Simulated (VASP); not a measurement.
# H12CO5 in VASP: further runs

H12CO5 is run at these levels: PBE+D3(BJ); tasks: single point.

All numbers are computed with VASP 6.6.1; they aren't measurements. Logs are shortened: lines on timing, memory, paths and dates and some standing lists are left out, and cuts for length are marked.

**1. The cell of the first run**

The cell holds an amorphous packing of atoms, 18 atoms: a = 5.458 Å, b = 5.523 Å, c = 5.534 Å, α = 90.00°, β = 90.00°, γ = 90.00°.

**2. Single point, PBE+D3(BJ)**

The input, INCAR:

```
PREC = Accurate
ENCUT = 520
EDIFF = 1E-7
ISMEAR = -1
SIGMA = 0.02
LREAL = Auto
LASPH = True
NELM = 80
ALGO = Normal
ISIF = 2
LWAVE = False
LCHARG = True
GGA = PE
IVDW = 12
LELF = True
LVHAR = True
NBANDS = 38
```

The input, KPOINTS:

```
regular mesh
0
Gamma
  1 1 1
```

The input, POSCAR:

```
H12CO5
1.0
    5.4583870000      0.0000000000      0.0000000000
    0.0000000000      5.5229220000      0.0000000000
    0.0000000000      0.0000000000      5.5342520000
O H C
5 12 1
Direct
    0.2721316755      0.8621523172      0.6424355089
    0.9380610059      0.5482061851      0.5285447790
    0.5376679961      0.5481156533      0.9250211230
    0.4310064493      0.3694059051      0.4089080150
    0.8358330034      1.1688559063     -0.0687175069
    0.3717215361      0.8883341101      0.7724801834
    0.1124141619      0.8658098014      0.7270178517
    1.1095951973      0.5538553686      0.4748247821
    0.9547142773      0.7001728433      0.5798073525
    0.6477554633      0.7116522739      0.8992723859
    0.4299438644      0.5575671719      1.0677143000
    0.5116346642      0.4755634789      0.5308937865
    0.3664452520      0.2330107143      0.4809502711
    0.8612617610      0.8677652880      0.1525228703
    0.7588322338      1.3209130964     -0.0399873370
    0.7138738972      1.0775998647      0.3247774044
    0.5576922267      0.9651412785      0.0727830970
    0.7411163774      1.0213615184      0.1330803151
```

Potentials or basis: VASP PAW PBE potentials, release 64 (O, H, C).

Command:

```console
cat potpaw_PBE.64/O/POTCAR potpaw_PBE.64/H/POTCAR potpaw_PBE.64/C/POTCAR > POTCAR
mpirun -np 1 vasp_gam > vasp.out
```

OUTCAR:

```text
PREC = Accurate
   ENCUT = 520
   EDIFF = 1E-7
   ISMEAR = -1
   LREAL = Auto
   LASPH = True
   NELM = 80
   ISIF = 2
   GGA = PE
   IVDW = 12
 IVDW          = 12

 ion  position               nearest neighbor table
   1  0.272  0.862  0.642-   6 0.91   7 0.99
   2  0.938  0.548  0.529-   9 0.89   8 0.98
   3  0.538  0.548  0.925-  11 0.99  10 1.09
   4  0.431  0.369  0.409-  13 0.92  12 1.00
   5  0.836  0.169  0.931-  15 0.95  18 1.48
   6  0.372  0.888  0.772-   1 0.91
   7  0.112  0.866  0.727-   1 0.99
   8  0.110  0.554  0.475-   2 0.98
   9  0.955  0.700  0.580-   2 0.89
  10  0.648  0.712  0.899-   3 1.09
  11  0.430  0.558  0.068-   3 0.99
  12  0.512  0.476  0.531-   4 1.00
  13  0.366  0.233  0.481-   4 0.92
  14  0.861  0.868  0.153-  18 1.08
  15  0.759  0.321  0.960-   5 0.95
  16  0.714  0.078  0.325-  18 1.12
  17  0.558  0.965  0.073-  18 1.10
  18  0.741  0.021  0.133-  14 1.08  17 1.10  16 1.12   5 1.48

  LATTYP: Found a simple orthorhombic cell.
 ALAT       =     5.4583870000
 B/A-ratio  =     1.0118230899
 C/A-ratio  =     1.0138987946

  Lattice vectors:

 A1 = (   5.4583870000,   0.0000000000,   0.0000000000)
 A2 = (   0.0000000000,   5.5229220000,   0.0000000000)
 A3 = (   0.0000000000,   0.0000000000,   5.5342520000)

Analysis of symmetry for initial positions (statically):
=====================================================================
 Subroutine PRICEL returns:
 Original cell was already a primitive cell.

 Routine SETGRP: Setting up the symmetry group for a
 simple orthorhombic supercell.

 Subroutine GETGRP returns: Found  1 space group operations
 (whereof  1 operations were pure point group operations)
 out of a pool of  8 trial point group operations.

The static configuration has the point symmetry C_1 .

Analysis of symmetry for dynamics (positions and initial velocities):
=====================================================================
 Subroutine PRICEL returns:
 Original cell was already a primitive cell.

 Routine SETGRP: Setting up the symmetry group for a
 simple orthorhombic supercell.

 Subroutine GETGRP returns: Found  1 space group operations
 (whereof  1 operations were pure point group operations)
 out of a pool of  8 trial point group operations.

The dynamic configuration has the point symmetry C_1 .

 Subroutine INISYM returns: Found  1 space group operations
 (whereof  1 operations are pure point group operations),
 and found     1 'primitive' translations

----------------------------------------------------------------------------------------

                                     Primitive cell

  volume of cell :     166.8369

  direct lattice vectors                    reciprocal lattice vectors
     5.458387000  0.000000000  0.000000000     0.183204306  0.000000000  0.000000000
     0.000000000  5.522922000  0.000000000     0.000000000  0.181063575  0.000000000
     0.000000000  0.000000000  5.534252000     0.000000000  0.000000000  0.180692892

  length of vectors
     5.458387000  5.522922000  5.534252000     0.183204306  0.181063575  0.180692892

  position of ions in fractional coordinates (direct lattice)
     0.272131675  0.862152317  0.642435509
     0.938061006  0.548206185  0.528544779
     0.537667996  0.548115653  0.925021123
     0.431006449  0.369405905  0.408908015
     0.835833003  0.168855906  0.931282493
     0.371721536  0.888334110  0.772480183
[... 10 lines left out ...]
     0.557692227  0.965141278  0.072783097
     0.741116377  0.021361518  0.133080315

  ion indices of the primitive-cell ions
   primitive index   ion index
                 1           1
                 2           2
                 3           3
                 4           4
                 5           5
                 6           6
[... 10 lines left out ...]
                17          17
                18          18

----------------------------------------------------------------------------------------

 KPOINTS: regular mesh

Automatic generation of k-mesh.
 Grid dimensions read from file:
[... 44 lines left out ...]
   TEBEG  =    0.0;   TEEND  =   0.0 temperature during run
   PSTRESS=    0.0 pullay stress
   NELECT =      46.0000    total number of electrons
   NUPDOWN=      -1.0000    fix difference up-down
   EMIN   =  10.00;   EMAX   =-10.00  energy-range for DOS
   EFERMI =   0.00;   METHOD = LEGACY
   ISMEAR =    -1;   SIGMA  =   0.02  broadening in eV -4-tet -1-fermi 0-gaus
   EFERMI_NEDOS =   21; number of points for ismear=-14 and -15
   IALGO  =     38    algorithm
   IMIX   =      4    mixing-type and parameters
     AMIX     =   0.40;   BMIX     =  1.00
     AMIX_MAG =   1.60;   BMIX_MAG =  1.00
  volume/ion in A,a.u.               =       9.27        62.55
  Fermi-wavevector in a.u.,A,eV,Ry     =   1.065524  2.013549 15.447268  1.135342
  Thomas-Fermi vector in A             =   2.201079
   LORBIT       =      0    0 simple, 1 ext, 2 COOP (PROOUT), +10 PAW based schemes
   GGA     = PE    functional components
   LHFCALC =     F    Hartree Fock is set to
   AEXX    =    0.0000 exact exchange contribution
   IVDW    =    12    specifies the selected vdW correction
   LEPSILON=     F    determine dielectric tensor
   LRPA    =     F    only Hartree local field effects (RPA)
 non-spin polarized calculation
  energy-cutoff  :      520.00
  volume of cell :      166.84
 maximum number of plane-waves:      2249
 NGX is ok and might be reduce to    42
   NGX = 21   NGY = 21   NGZ = 21

 number of electron      46.0000002 magnetization

 Free energy of the ion-electron system (eV)
  ---------------------------------------------------
  ext. energy  EPLUGINS =         0.00000000
  ---------------------------------------------------
  free energy    TOTEN  =       -86.02000992 eV

  energy without entropy =      -86.02000992  energy(sigma->0) =      -86.02000992

 E-fermi :  -2.2334     XC(G=0):  -7.1261

 val. band max:       -2.7316408516   @ k =   0.0000   0.0000   0.0000
 cond. band min:       1.1984881566   @ k =   0.0000   0.0000   0.0000
 fundamental gap:      3.9301290082
 Fermi energy:        -2.2333550539

 k-point     1 :       0.0000    0.0000    0.0000
  band No.  band energies     occupation
      1     -23.0147      2.00000
      2     -22.1498      2.00000
      3     -21.8402      2.00000
      4     -21.5119      2.00000
      5     -21.2703      2.00000
      6     -13.5857      2.00000
[... 27 lines left out ...]
     34       8.4403      0.00000
     35       8.5888      0.00000
 [bands above 35 left out]

------------------------ aborting loop because EDIFF is reached ----------------------------------------

 Edisp (eV)   -0.67920

 E8    (eV) :    -0.1411

  FORCE on cell =-STRESS in cart. coord.  units (eV):
  Direction    XX          YY          ZZ          XY          YZ          ZX
  --------------------------------------------------------------------------------------
  -------------------------------------------------------------------------------------
  Total       2.84494     7.92949     0.42133    -2.50762     3.72441     3.44335
  in kB      27.32068    76.14888     4.04613   -24.08135    35.76643    33.06737
  external pressure =       35.84 kB  Pullay stress =        0.00 kB

 VOLUME and BASIS-vectors are now :
 -----------------------------------------------------------------------------
  energy-cutoff  :      520.00
  volume of cell :      166.84
      direct lattice vectors                 reciprocal lattice vectors
     5.458387000  0.000000000  0.000000000     0.183204306  0.000000000  0.000000000
     0.000000000  5.522922000  0.000000000     0.000000000  0.181063575  0.000000000
     0.000000000  0.000000000  5.534252000     0.000000000  0.000000000  0.180692892

 POSITION                                       TOTAL-FORCE (eV/Angst)
 -----------------------------------------------------------------------------------
      1.48540      4.76160      3.55540        -2.703750      0.354632     -2.229048
      5.12030      3.02770      2.92510        -0.082464     -4.079439     -1.832362
      2.93480      3.02720      5.11930         1.878573      2.593522     -0.788086
      2.35260      2.04020      2.26300         1.021401      3.171467     -1.334882
      4.56230      0.93258      5.15395         0.913135     -2.259821      1.883142
      2.02900      4.90620      4.27510         2.514250      0.531797      2.616319
[... 10 lines left out ...]
      3.04410      5.33040      0.40280        -0.309182     -0.065574      0.379086
      4.04530      0.11798      0.73650        -0.113899     -0.219924     -0.944996
 -----------------------------------------------------------------------------------
    total drift:                               -0.000677      0.003123      0.005239

  FREE ENERGIE OF THE ION-ELECTRON SYSTEM (eV)
  ---------------------------------------------------
  free  energy   TOTEN  =       -86.6992053239 eV

  energy  without entropy=      -86.6992053238  energy(sigma->0) =      -86.69920532
```

Wall time 9.7 s (1 thread of AMD EPYC 9R45 (Zen 5), shared host); peak memory 0.2 GiB.

What came out:

```yaml
Free_energy: -86.6992 eV
Pressure: 3.6 GPa
Largest_force: 5.532 eV/Å
Band_gap_on_the_k_mesh: 3.93 eV
Dispersion_energy_per_atom: -0.038 eV
```

Forces on the atoms (eV/Å):
```
O   -2.704  0.355 -2.229
O   -0.082 -4.079 -1.832
O    1.879  2.594 -0.788
O    1.021  3.171 -1.335
O    0.913 -2.260  1.883
H    2.514  0.532  2.616
H    0.636  0.589 -0.268
H    0.318 -1.539 -0.424
H   -1.018  5.117  1.840
H   -2.357 -3.278  1.262
H    0.741  0.256 -0.097
H   -0.454 -1.093 -0.406
H   -1.091 -2.227  1.632
H    0.411 -0.758 -0.268
H   -0.818  1.753 -0.389
H    0.512  1.154 -0.631
H   -0.309 -0.066  0.379
C   -0.114 -0.220 -0.945
```

Stress tensor (GPa, compression positive):
```
 2.73 -2.41  3.31
-2.41  7.61  3.58
 3.31  3.58  0.40
```

Caveat: the k points lie up to 1.15 Å⁻¹ apart.

**3. Single point, PBE+D3(BJ)**

This run uses another cell than the first one, of 10.44 Å³/atom, 1.127 times its volume.

The input, INCAR:

```
SYSTEM = H12CO5
PREC = Accurate
ENCUT = 520
EDIFF = 1E-6
ISMEAR = -1
SIGMA = 0.02
LREAL = Auto
LASPH = .TRUE.
NELM = 80
ALGO = Normal
ISIF = 2
LWAVE = .FALSE.
LCHARG = .TRUE.
GGA = PE
IVDW = 12
LELF = .TRUE.
LVHAR = .TRUE.
NBANDS = 38
```

The input, KPOINTS:

```
Automatic mesh
0
G
  1 1 1
  0 0 0
```

The input, POSCAR:

```
H12CO5
1.0
    5.7026790000      0.0000000000      0.0000000000
    0.0000000000      5.7398130000      0.0000000000
    0.0000000000      0.0000000000      5.7434900000
O H C
5 12 1
Direct
    0.2607721739      0.9525397430      0.7078448818
    0.8452167832      0.4833781170      0.5151223385
    0.6087489757      0.4797020391      0.9746861229
    0.3544825160      0.3474851881      0.3867160907
    0.8650495671      1.0163571531     -0.0169583302
    0.4184875214      0.9667736562      0.7969022319
    0.2040970568      1.1155241469      0.7115534283
    0.9871150033      0.4555897553      0.6052591717
    0.9184104524      0.5250171042      0.3645518665
    0.7151901764      0.4939882188      0.8157235409
    0.4892086684      0.3811448213      0.8922797811
    0.4693583489      0.3822598402      0.2569517837
    0.3452763166      0.1781068477      0.4082535183
    1.0459820726      0.8347658713      0.2128322675
    0.8114431831      1.1893767271      0.0020370889
    1.0983434277      1.1074402598      0.2184212038
    0.8303115080      0.9578012385      0.3364156636
    0.9408911145      0.9790737085      0.1946725771
```

Potentials or basis: VASP PAW PBE potentials, release 64 (O, H, C).

Command:

```console
cat potpaw_PBE.64/O/POTCAR potpaw_PBE.64/H/POTCAR potpaw_PBE.64/C/POTCAR > POTCAR
mpirun -np 1 vasp_gam > vasp.out
```

It took 12 s on 1 thread of AMD EPYC 9R45 (Zen 5), shared host; peak memory 0.24 GiB.

The run converged. Its results:

| Quantity | Value |
| --- | --- |
| Free energy | -86.7455 eV |
| Pressure | -0.1 GPa |
| Largest force | 6.240 eV/Å |
| Band gap on the k mesh | 3.24 eV |
| Dispersion energy per atom | -0.033 eV |

Forces on the atoms (eV/Å):
```
O    2.265  1.075  0.926
O    0.702  0.049 -0.034
O    1.180 -0.991 -3.838
O    0.528  0.175 -0.874
O   -3.712  3.428 -3.662
H   -1.811 -0.472 -1.174
H   -0.088 -0.888  0.129
H    0.201  0.063 -0.111
H   -0.534 -0.003  0.518
H   -1.673  0.472  2.573
H    0.346  0.664  0.742
H   -0.821 -0.388  1.349
H    0.364  0.237 -0.214
H    1.385 -3.056 -0.538
H    0.077 -2.072 -1.066
H   -1.541 -0.422  0.868
H   -2.005  0.625  1.840
C    5.137  1.503  2.566
```

Stress tensor (GPa, compression positive):
```
-0.29 -2.42  2.60
-2.42 -0.84 -0.66
 2.60 -0.66  0.93
```

Levels at points of the mesh, in eV from the valence-band top:
```csv
k point,band 19,band 20,band 21,band 22,band 23,band 24,band 25,band 26,band 27,band 28
"(0.00, 0.00, 0.00)",-1.69,-1.46,-1.25,-0.93,0.00,3.24,6.21,6.83,7.28,7.73
```

Caveat: the k points lie up to 1.10 Å⁻¹ apart.

**4. Single point, PBE+D3(BJ)**

This run uses another cell than the first one, of 10.11 Å³/atom, 1.091 times its volume.

The input, INCAR:

```
ALGO = Normal
EDIFF = 1E-6
ENCUT = 520
GGA = PE
ISIF = 2
ISMEAR = -1
IVDW = 12
LASPH = True
LCHARG = False
LREAL = Auto
LWAVE = False
NBANDS = 38
NELM = 60
PREC = Accurate
SIGMA = 0.02
```

The input, KPOINTS:

```
k-points
0
Gamma
  1 1 1
```

The input, POSCAR:

```
H12CO5
1.0
    5.6254960000      0.0000000000      0.0000000000
    0.0000000000      5.6841840000      0.0000000000
    0.0000000000      0.0000000000      5.6920530000
O H C
5 12 1
Direct
    0.2846682319      0.9089079453      0.6805804514
    0.8856641263      0.4741577683      0.5158068627
    0.5689098348      0.4718883133      0.9753247203
    0.3934053104      0.3433562320      0.4035099462
    0.8546268631      1.0820022716     -0.0655826641
    0.4072707544      0.9116699952      0.7964964486
    0.1877167809      1.0239992231      0.7540513063
    1.0316423654      0.4826902155      0.6154369961
    0.9272426822      0.6413761412      0.4525959263
    0.6581641868      0.5885805245      0.8970577048
    0.4183808859      0.5195820543      1.0627624163
    0.5060709313      0.4576030614      0.3672488643
    0.4850061221      0.2030018733      0.4443739368
    0.9129150567      0.8347724141      0.1512986615
    0.7149414025      1.1908129645     -0.0912500288
    0.9743496396      1.0621753272      0.3390340884
    0.6650969088      0.9808795774      0.2377349614
    0.8440144656      1.0052630246      0.1870502611
```

Command:

```console
cat potpaw_PBE.64/O/POTCAR potpaw_PBE.64/H/POTCAR potpaw_PBE.64/C/POTCAR > POTCAR
mpirun -np 1 vasp_gam > vasp.out
```

Wall time 8.8 s (1 thread of AMD EPYC 9R45 (Zen 5), shared host); peak memory 0.22 GiB.

It converged, with:

- Free energy: -87.2388 eV
- Pressure: -0.4 GPa
- Largest force: 3.917 eV/Å
- Band gap on the k mesh: 4.14 eV
- Dispersion energy per atom: -0.034 eV

Forces on the atoms (eV/Å):
```
O    0.395 -0.684 -0.691
O    1.881  3.426  0.256
O   -2.005 -1.291  1.619
O   -1.908 -1.907  0.498
O   -0.731  1.118  1.211
H    1.328 -0.521  0.391
H   -1.808  1.136  0.224
H   -0.614 -1.025 -0.211
H   -1.176 -2.042  0.222
H    0.206  1.368 -0.692
H    1.803 -0.159 -1.390
H    1.919  1.369 -0.173
H   -0.265  0.369  0.012
H    0.249 -1.694  0.273
H    1.085 -0.029  0.432
H   -1.360  0.889 -1.821
H   -1.287  0.237  0.587
C    2.288 -0.558 -0.746
```

Stress tensor (GPa, compression positive):
```
 0.31 -0.68 -0.93
-0.68  1.97 -0.77
-0.93 -0.77 -3.50
```

Levels at points of the mesh, in eV from the valence-band top:
| k point | band 19 | band 20 | band 21 | band 22 | band 23 | band 24 | band 25 | band 26 | band 27 | band 28 |
| --- | --- | --- | --- | --- | --- | --- | --- | --- | --- | --- |
| (0.00, 0.00, 0.00) | -1.36 | -1.02 | -0.50 | -0.32 | 0.00 | 4.14 | 6.80 | 7.20 | 7.92 | 8.48 |

Caveat: the k points lie up to 1.12 Å⁻¹ apart.

**5. Single point, PBE+D3(BJ)**

This run uses another cell than the first one, of 6.30 Å³/atom, 0.679 times its volume.

The input, INCAR:

```
PREC = Accurate ; ENCUT = 520
EDIFF = 1E-6 ; ISMEAR = -1
SIGMA = 0.02 ; LREAL = Auto
LASPH = True ; NELM = 60
ALGO = Normal ; ISIF = 2
LWAVE = False ; LCHARG = False
GGA = PE ; IVDW = 12
NBANDS = 38
```

The input, KPOINTS:

```
regular mesh
0
Gamma
  1 1 1
```

The input, POSCAR:

```
H12CO5
1.0
    5.2021580000      0.0000000000      0.0000000000
    0.0000000000      4.5185410000      0.0000000000
    0.0000000000      0.0000000000      4.8215100000
O H C
5 12 1
Direct
    0.3410892172      1.1885694962      0.6726316030
    0.8777703407      0.6537951078      0.5170579341
    0.5916967535      0.7207857581      0.8835613739
    0.3194827993      0.6584868877      0.3129517516
    0.9035096589      1.2578396434     -0.0034014240
    0.4803006752      1.0567127752      0.7378601310
    0.3301706715      1.1133461000      0.4956745916
    1.0117724221      0.5623939232      0.4439480578
    0.9601400034      0.8517793686      0.5809175964
    0.6724324790      0.6419992648      0.7265980989
    0.7530144221      0.8455605471      0.9632459541
    0.4621351370      0.5648947304      0.1464893778
    0.3890500827      0.6908867265      0.5148387124
    0.7058993595      1.4232027550      0.2971268337
    1.0438937072      1.1216231080     -0.0184382071
    0.5911969610      1.0422612078      0.1557188516
    0.8363452244      1.1380000757      0.4116967506
    0.7435952541      1.2135111754      0.2147460028
```

Command:

```console
cat potpaw_PBE.64/O/POTCAR potpaw_PBE.64/H/POTCAR potpaw_PBE.64/C/POTCAR > POTCAR
mpirun -np 1 vasp_gam > vasp.out
```

It took 19 s on 1 thread of Intel Xeon Platinum 8488C (Sapphire Rapids), shared host; peak memory 0.24 GiB.

The run converged. Its results:

```
Free energy                : -85.5194 eV
Pressure                   : 9.7 GPa
Largest force              : 6.759 eV/Å
Band gap on the k mesh     : 4.31 eV
Dispersion energy per atom : -0.058 eV
```

Forces on the atoms (eV/Å):
```
O    0.561  0.675  2.684
O   -3.221  5.244  2.793
O    0.964  2.833  3.627
O    2.234 -0.164 -0.376
O    0.849  0.034 -1.827
H   -0.299  0.098  0.653
H   -0.522 -0.779 -3.535
H    5.181 -3.019 -2.585
H   -0.899 -1.635 -0.709
H    1.536 -1.896 -2.056
H   -2.605 -1.837 -0.991
H   -2.224  2.033  2.896
H   -0.528 -1.091 -2.847
H   -1.774  1.244 -0.302
H    1.124 -0.477 -0.088
H    0.026  1.597  1.301
H    0.563 -0.588  0.027
C   -0.966 -2.272  1.335
```

Stress tensor (GPa, compression positive):
```
 10.85 -10.62  -8.71
-10.62  10.00   0.17
 -8.71   0.17   8.14
```

Levels at points of the mesh, in eV from the valence-band top:
```tsv
k point	band 19	band 20	band 21	band 22	band 23	band 24	band 25	band 26	band 27	band 28
(0.00, 0.00, 0.00)	-1.77	-1.54	-1.20	-0.81	0.00	4.31	6.60	7.95	8.51	9.45
```

Caveat: the k points lie up to 1.39 Å⁻¹ apart.

**6. The runs side by side**

```tsv
cell	gap on the mesh (eV)	pressure (GPa)	largest force (eV/Å)
a = 5.458, b = 5.523, c = 5.534 Å, 18 atoms	3.93	3.6	5.53
a = 5.703, b = 5.740, c = 5.743 Å, 18 atoms	3.24	-0.1	6.24
a = 5.625, b = 5.684, c = 5.692 Å, 18 atoms	4.14	-0.4	3.92
a = 5.202, b = 4.519, c = 4.822 Å, 18 atoms	4.31	9.7	6.76
```

Alike in all rows: task single point; level PBE+D3(BJ); potentials or basis VASP PAW PBE potentials, release 64 (O, H, C); no spin polarisation; k mesh 1 × 1 × 1; cutoff (eV) 520; smearing fermi-dirac 0.02 eV.

Caveats: all runs use coarse meshes.

Total energies depend on the potentials used, so only differences within one code and one set of settings carry meaning.
